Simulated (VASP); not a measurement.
Runs of VASP 6.6.1 on B. The structure is that of space group P6_3/mmc (No. 194), or close to it. The cells are those of the table. 

```tsv
task	potentials or basis	cell	k mesh	cutoff (eV)	second run	gap on the mesh (eV)	pressure (GPa)	relaxed volume (Å³/atom)
single point	VASP PAW LDA potentials, release 64 (B)	a = 1.625, b = 1.625, c = 13.294 Å, angles 90.0, 90.0, 120.0°, 4 atoms	24 × 24 × 3	520	-	none	31.6	-
single point	VASP PAW LDA potentials, release 64 (B)	a = 1.740, b = 1.740, c = 14.233 Å, angles 90.0, 90.0, 120.0°, 4 atoms	24 × 24 × 3	520	-	none	-13.8	-
relaxation of cell and atoms	VASP PAW LDA potentials, release 64 (B)	relaxed from a = 2.101, b = 2.101, c = 6.861 Å, angles 90.0, 90.0, 120.0°, 4 atoms	17 × 17 × 5	600	-	none	0.0	7.50
single point	VASP PAW LDA potentials, release 64 (B)	a = 1.696, b = 1.696, c = 13.872 Å, angles 90.0, 90.0, 120.0°, 4 atoms	24 × 24 × 3	520	-	none	-0.4	-
single point	VASP PAW LDA potentials, release 64 (B)	a = 1.696, b = 1.696, c = 13.872 Å, angles 90.0, 90.0, 120.0°, 4 atoms	17 × 17 × 5	520	-	none	(b)	-
relaxation of cell and atoms	VASP PAW LDA potentials, release 64 (B_h)	relaxed from a = 2.101, b = 2.101, c = 6.861 Å, angles 90.0, 90.0, 120.0°, 4 atoms	17 × 17 × 5	910	hard_potentials	none	0.0	7.24
single point	VASP PAW LDA potentials, release 64 (B)	a = 1.696, b = 1.696, c = 13.872 Å, angles 90.0, 90.0, 120.0°, 4 atoms	28 × 28 × 3	520	-	none	(a)	-
single point	VASP PAW LDA potentials, release 64 (B)	a = 1.673, b = 1.673, c = 13.685 Å, angles 90.0, 90.0, 120.0°, 4 atoms	24 × 24 × 3	520	-	none	8.4	-
```

Alike in all rows: level LDA; no spin polarisation; smearing fermi-dirac 0.1 eV.

Question: Estimate the missing entries.

Answer: (a) -0.6; (b) 0.1.

A gap of «none» marks levels without a gap at the run's occupations.
